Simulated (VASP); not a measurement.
# Li (Fd-3m) in VASP: further runs, part 2 of 2

VASP 6.6.1. Earlier steps stand in the parts before.

## (4) Relaxation of cell and atoms, PBEsol, target pressure 17 GPa, at which the enthalpy is minimised

Contents of INCAR:

```
SYSTEM = Li
ALGO = Normal
EDIFF = 1E-6
EDIFFG = -0.005
ENCUT = 600
GGA = PS
IBRION = 2
ISIF = 3
ISMEAR = -1
LASPH = .True.
LCHARG = .False.
LREAL = .False.
LWAVE = .False.
NELM = 100
NSW = 32
PREC = Accurate
PSTRESS = 170.0
SIGMA = 0.08
```

Contents of KPOINTS:

```
k-points
0
Gamma
  13 13 13
  0 0 0
```

Contents of POSCAR:

```
Li
1.0
    0.0000000000      2.2476094924      2.2476094924
    2.2476094924      0.0000000000      2.2476094924
    2.2476094924      2.2476094924      0.0000000000
Li
2
Direct
   -0.1250000000     -0.1250000000     -0.1250000000
    0.1250000000      0.1250000000      0.1250000000
```

Potentials or basis: VASP PAW PBE potentials, release 64 (Li_sv).

Command:

```sh
$ cat potpaw_PBE.64/Li_sv/POTCAR > POTCAR
$ mpirun -np 1 vasp_std > vasp.out
```

OUTCAR:

```text
SYSTEM = Li
   EDIFF = 1E-6
   EDIFFG = -0.005
   ENCUT = 600
   GGA = PS
   IBRION = 2
   ISIF = 3
   ISMEAR = -1
   LASPH = .True.
   LREAL = .False.
   NELM = 100
   NSW = 32
   PREC = Accurate
   PSTRESS = 170.0

 ion  position               nearest neighbor table
   1  0.875  0.875  0.875-   2 1.95   2 1.95   2 1.95   2 1.95
   2  0.125  0.125  0.125-   1 1.95   1 1.95   1 1.95   1 1.95

  LATTYP: Found a face centered cubic cell.
 ALAT       =     4.4952189848

  Lattice vectors:

 A1 = (   0.0000000000,   2.2476094924,   2.2476094924)
 A2 = (   2.2476094924,   0.0000000000,   2.2476094924)
 A3 = (   2.2476094924,   2.2476094924,   0.0000000000)

Analysis of symmetry for initial positions (statically):
=====================================================================
 Subroutine PRICEL returns:
 Original cell was already a primitive cell.

 Routine SETGRP: Setting up the symmetry group for a
 face centered cubic supercell.

 Subroutine GETGRP returns: Found 48 space group operations
 (whereof 12 operations were pure point group operations)
 out of a pool of 48 trial point group operations.

The static configuration has the point symmetry D_3d.
 The point group associated with its full space group is O_h .

Analysis of symmetry for dynamics (positions and initial velocities):
=====================================================================
 Subroutine PRICEL returns:
 Original cell was already a primitive cell.

 Routine SETGRP: Setting up the symmetry group for a
 face centered cubic supercell.

 Subroutine GETGRP returns: Found 48 space group operations
 (whereof 12 operations were pure point group operations)
 out of a pool of 48 trial point group operations.

The dynamic configuration has the point symmetry D_3d.
 The point group associated with its full space group is O_h .

 Subroutine INISYM returns: Found 48 space group operations
 (whereof 12 operations are pure point group operations),
 and found     1 'primitive' translations

----------------------------------------------------------------------------------------

                                     Primitive cell

  volume of cell :      22.7087

  direct lattice vectors                    reciprocal lattice vectors
     0.000000000  2.247609492  2.247609492    -0.222458573  0.222458573  0.222458573
     2.247609492  0.000000000  2.247609492     0.222458573 -0.222458573  0.222458573
     2.247609492  2.247609492  0.000000000     0.222458573  0.222458573 -0.222458573

  length of vectors
     3.178599827  3.178599827  3.178599827     0.385309551  0.385309551  0.385309551

  position of ions in fractional coordinates (direct lattice)
     0.875000000  0.875000000  0.875000000
     0.125000000  0.125000000  0.125000000

  ion indices of the primitive-cell ions
   primitive index   ion index
                 1           1
                 2           2

----------------------------------------------------------------------------------------

 KPOINTS: k-points

[... 24 lines left out ...]
  0.000000  0.000000  0.000000      1.000000
  0.076923  0.000000  0.000000      8.000000
  0.153846  0.000000  0.000000      8.000000
  0.230769  0.000000  0.000000      8.000000
  0.307692  0.000000  0.000000      8.000000
  0.384615  0.000000  0.000000      8.000000
[... 16 lines left out ...]
  0.384615  0.153846  0.000000     24.000000
  0.461538  0.153846  0.000000     24.000000
 [... further k-points ...]
   k-points           NKPTS =     84   k-points in BZ     NKDIM =     84   number of bands    NBANDS=      7
   number of dos      NEDOS =    301   number of ions     NIONS =      2
   total plane-waves  NPLWV =  21952
   dimension x,y,z NGX =    28 NGY =   28 NGZ =   28
   dimension x,y,z NGXF=    56 NGYF=   56 NGZF=   56
   ions per type =               2
   NGX,Y,Z   is equivalent  to a cutoff of  14.64, 14.64, 14.64 a.u.
   NGXF,Y,Z  is equivalent  to a cutoff of  29.29, 29.29, 29.29 a.u.
 SYSTEM =  Li
   PREC   = accura    normal or accurate (medium, high low for compatibility)
   ISTART =      0    job   : 0-new  1-cont  2-samecut
   ICHARG =      2    charge: 1-file 2-atom 10-const
   ISPIN  =      1    spin polarized calculation?
   LNONCOLLINEAR =      F non collinear calculations
   LSORBIT =      F    spin-orbit coupling
   LASPH  =      T    aspherical Exc in radial PAW
   ENCUT  =  600.0 eV  44.10 Ry    6.64 a.u.   6.35  6.35  6.35*2*pi/ulx,y,z
   NELM   =    100;   NELMIN=  2; NELMDL= -5     # of ELM steps
   EDIFF  = 0.1E-05   stopping-criterion for ELM
   LREAL  =      F    real-space projection
   EDIFFG = -.5E-02   stopping-criterion for IOM
   NSW    =     32    number of steps for IOM
   IBRION =      2    ionic relax: 0-MD 1-quasi-New 2-CG
   NFREE  =      1    steps in history (QN), initial steepest desc. (CG)
   ISIF   =      3    stress and relaxation
   ISYM   =      2    0-nonsym 1-usesym 2-fastsym
   POTIM  = 0.5000    time-step for ionic-motion
   TEBEG  =    0.0;   TEEND  =   0.0 temperature during run
   PSTRESS=  170.0 pullay stress
   NELECT =       6.0000    total number of electrons
   NUPDOWN=      -1.0000    fix difference up-down
   EMIN   =  10.00;   EMAX   =-10.00  energy-range for DOS
   EFERMI =   0.00;   METHOD = LEGACY
   ISMEAR =    -1;   SIGMA  =   0.08  broadening in eV -4-tet -1-fermi 0-gaus
   EFERMI_NEDOS =   21; number of points for ismear=-14 and -15
   IALGO  =     38    algorithm
   IMIX   =      4    mixing-type and parameters
     AMIX     =   0.40;   BMIX     =  1.00
     AMIX_MAG =   1.60;   BMIX_MAG =  1.00
  volume/ion in A,a.u.               =      11.35        76.62
  Fermi-wavevector in a.u.,A,eV,Ry     =   1.050496  1.985150 15.014598  1.103542
  Thomas-Fermi vector in A             =   2.185501
   LORBIT       =      0    0 simple, 1 ext, 2 COOP (PROOUT), +10 PAW based schemes
   GGA     = PS    functional components
   LHFCALC =     F    Hartree Fock is set to
   AEXX    =    0.0000 exact exchange contribution
   IVDW    =     0    specifies the selected vdW correction
   LEPSILON=     F    determine dielectric tensor
   LRPA    =     F    only Hartree local field effects (RPA)
 conjugate gradient relaxation of ions
 non-spin polarized calculation
  energy-cutoff  :      600.00
  volume of cell :       22.71
 maximum number of plane-waves:       770
 NGX is ok and might be reduce to    28
   NGX = 13   NGY = 13   NGZ = 13

--------------------------------------- Ionic step        1  -------------------------------------------

 number of electron       6.0000006 magnetization

 Free energy of the ion-electron system (eV)
  ---------------------------------------------------
  ext. energy  EPLUGINS =         0.00000000
  ---------------------------------------------------
  free energy    TOTEN  =        -2.09968224 eV

  energy without entropy =       -2.09778815  energy(sigma->0) =       -2.09873520

------------------------ aborting loop because EDIFF is reached ----------------------------------------

  FORCE on cell =-STRESS in cart. coord.  units (eV):
  Direction    XX          YY          ZZ          XY          YZ          ZX
  --------------------------------------------------------------------------------------
  -------------------------------------------------------------------------------------
  Total        2.3708082      2.3708082      2.3708082     -0.0000000      0.0000000      0.0000000
  in kB      167.2686077    167.2686077    167.2686077     -0.0000000      0.0000000      0.0000000
  external PRESSURE =      -2.7313923 kB  Pullay stress =     170.0000000 kB
[... 63 lines left out ...]
--------------------------------------- Ionic step        3  -------------------------------------------

 number of electron       6.0000005 magnetization

 Free energy of the ion-electron system (eV)
  ---------------------------------------------------
  ext. energy  EPLUGINS =         0.00000000
  ---------------------------------------------------
  free energy    TOTEN  =        -2.08942316 eV

  energy without entropy =       -2.08754134  energy(sigma->0) =       -2.08848225

 E-fermi :   3.6229     XC(G=0):  -8.6141

 val. band max:        3.5619742808   @ k =  -0.4615   0.4615   0.0000
 cond. band min:       3.7236564975   @ k =  -0.4615   0.4615   0.0000
 fundamental gap:      0.1616822167
 Fermi energy:         3.6228705983

 k-point     1 :       0.0000    0.0000    0.0000
  band No.  band energies     occupation
      1     -44.2671      2.00000
      2     -43.4446      2.00000
      3      -1.1947      2.00000
      4      12.8985      0.00000
      5      12.8985      0.00000
      6      12.8986      0.00000
      7      14.3541      0.00000
[... 221 lines left out ...]
 k-point    24 :       0.4615    0.1538    0.0000
  band No.  band energies     occupation
      1     -44.0439      2.00000
      2     -43.6524      2.00000
      3       0.8027      2.00000
      4       5.2550      0.00000
      5       8.9569      0.00000
      6       9.4517      0.00000
      7      13.8752      0.00000

 [... further k-points ...]
[... 5 lines left out ...]
  --------------------------------------------------------------------------------------
  -------------------------------------------------------------------------------------
  Total        2.3904241      2.3904241      2.3904241      0.0000000     -0.0000000     -0.0000000
  in kB      169.3812895    169.3812895    169.3812895      0.0000000     -0.0000000     -0.0000000
  external PRESSURE =      -0.6187105 kB  Pullay stress =     170.0000000 kB
[... 21 lines left out ...]
  energy  without entropy=       -2.0875413424  energy(sigma->0) =       -2.08848225

  enthalpy is  TOTEN    =         0.3097326391 eV   P V=        2.3991557975

 reached required accuracy - stopping structural energy minimisation
```

It took 14 s on 1 thread of Intel Xeon 6975P-C (Granite Rapids), shared host; peak memory 0.15 GiB.

What came out:

| Item | Value |
| --- | --- |
| Free energy | -2.0894 eV |
| Relaxed volume | 11.31 Å³/atom |
| Relaxed cell | a = 3.174 Å, b = 3.174 Å, c = 3.174 Å, α = 60.00°, β = 60.00°, γ = 60.00° |
| Space group after relaxing (to 0.05 Å) | Fd-3m (No. 227) |
| Energy change on relaxing (the enthalpy is what falls) | +5.1 meV/atom |
| Ionic steps | 3 |
| Pressure after relaxing | 16.9 GPa |
| Band gap on the k mesh | 0.16 eV, direct |

The path:
| step | energy change (eV) | largest force (eV/Å) | pressure (GPa) | volume (Å³) |
| --- | --- | --- | --- | --- |
| 1 | 0.0000 | 0.0000 | 16.73 | 22.71 |
| 2 | 0.0067 | 0.0000 | 16.87 | 22.65 |
| 3 | 0.0103 | 0.0000 | 16.94 | 22.61 |

Final structure:
```
Li
1.0
     0.00000    2.24438    2.24438
     2.24438    0.00000    2.24438
     2.24438    2.24438    0.00000
Li
2
Direct
  0.87500 0.87500 0.87500
  0.12500 0.12500 0.12500
```

Levels at points of the mesh, in eV from the valence-band top:
```csv
k point,band 1,band 2,band 3,band 4,band 5,band 6,band 7
"(0.00, 0.00, 0.00)",-47.83,-47.01,-4.76,9.34,9.34,9.34,10.79
```

Caveat: the cutoff is under 1.25 times the usual one of these potentials, so pressure, stress and relaxed cells hold a basis-set (Pulay) error; the cell is relaxed towards a set pressure, so the enthalpy falls and the energy may rise; the PAW data sets were made with another functional, which shifts forces and pressure a little.

## (5) Relaxation of cell and atoms, PBEsol, target pressure 17 GPa, at which the enthalpy is minimised

This run uses another cell than the first one, of 13.01 Å³/atom, 1.146 times its volume.

Contents of INCAR:

```
SYSTEM = Li
PREC = Accurate
ENCUT = 600
EDIFF = 1E-6
ISMEAR = -1
SIGMA = 0.08
LREAL = .FALSE.
LASPH = .TRUE.
NELM = 60
ALGO = Normal
ISIF = 3
LWAVE = .FALSE.
LCHARG = .FALSE.
GGA = PS
IBRION = 2
NSW = 60
EDIFFG = -0.005
PSTRESS = 170.0
```

Contents of KPOINTS:

```
regular mesh
0
G
  13 13 13
  0 0 0
```

Contents of POSCAR:

```
Li
1.0
    0.0000000000      2.3522371574      2.3522371574
    2.3522371574      0.0000000000      2.3522371574
    2.3522371574      2.3522371574      0.0000000000
Li
2
Direct
   -0.1250000000     -0.1250000000     -0.1250000000
    0.1250000000      0.1250000000      0.1250000000
```

Command:

```sh
$ cat potpaw_PBE.64/Li_sv/POTCAR > POTCAR
$ mpirun -np 1 vasp_std > vasp.out
```

Run time: 2 min. Hardware: 1 thread of AMD EPYC 7R13, shared host; peak memory 0.12 GiB.

It converged, with:

| Property | Result |
| --- | --- |
| Free energy | -2.0880 eV |
| Relaxed volume | 11.26 Å³/atom |
| Relaxed cell | a = 3.170 Å, b = 3.170 Å, c = 3.170 Å, α = 60.00°, β = 60.00°, γ = 60.00° |
| Space group after relaxing (to 0.05 Å) | Fd-3m (No. 227) |
| Energy change on relaxing (the enthalpy is what falls) | +149.8 meV/atom |
| Ionic steps | 4 |
| Pressure after relaxing | 17.0 GPa |
| Band gap on the k mesh | 0.16 eV, direct |

Step by step:
```
step  energy change (eV)  largest force (eV/Å)  pressure (GPa)  volume (Å³)
   1              0.0000                0.0000           10.92        26.03
   2              0.1386                0.0000           13.67        24.21
   3              0.2729                0.0000           16.45        22.78
   4              0.2997                0.0000           17.01        22.52
```

Final structure:
```
Li
1.0
     0.00000    2.24148    2.24148
     2.24148    0.00000    2.24148
     2.24148    2.24148    0.00000
Li
2
Direct
  0.87500 0.87500 0.87500
  0.12500 0.12500 0.12500
```

Levels at points of the mesh, in eV from the valence-band top:
| k point | band 1 | band 2 | band 3 | band 4 | band 5 | band 6 |
| --- | --- | --- | --- | --- | --- | --- |
| (0.00, 0.00, 0.00) | -47.83 | -47.00 | -4.77 | 9.36 | 9.36 | 9.36 |

Caveat: the cutoff is under 1.25 times the usual one of these potentials, so pressure, stress and relaxed cells hold a basis-set (Pulay) error; the cell is relaxed towards a set pressure, so the enthalpy falls and the energy may rise; the PAW data sets were made with another functional, which shifts forces and pressure a little. A k mesh can miss the band edges.

## (6) Overview

| task | cell | cutoff (eV) | gap on the mesh (eV) | pressure (GPa) |
| --- | --- | --- | --- | --- |
| single point | a = 3.179 Å, angles 60.0°, 2 atoms | 520 | 0.16 | - |
| relaxation of cell and atoms | relaxed to 17 GPa from a = 3.179 Å, angles 60.0°, 2 atoms | 600 | 0.16 | 16.9 |
| relaxation of cell and atoms | relaxed to 17 GPa from a = 3.327 Å, angles 60.0°, 2 atoms | 600 | 0.16 | 17.0 |

Alike in all rows: level PBEsol; potentials or basis VASP PAW PBE potentials, release 64 (Li_sv); no spin polarisation; k mesh 13 × 13 × 13; smearing fermi-dirac 0.08 eV.

Caveats: the cutoff is under 1.25 times the usual one of these potentials, so pressure, stress and relaxed cells hold a basis-set (Pulay) error; the PAW data sets were made with another functional, which shifts forces and pressure a little; the cell is relaxed towards a set pressure, so the enthalpy falls and the energy may rise (some runs).

Total energies depend on the potentials used, so only differences within one code and one set of settings carry meaning.
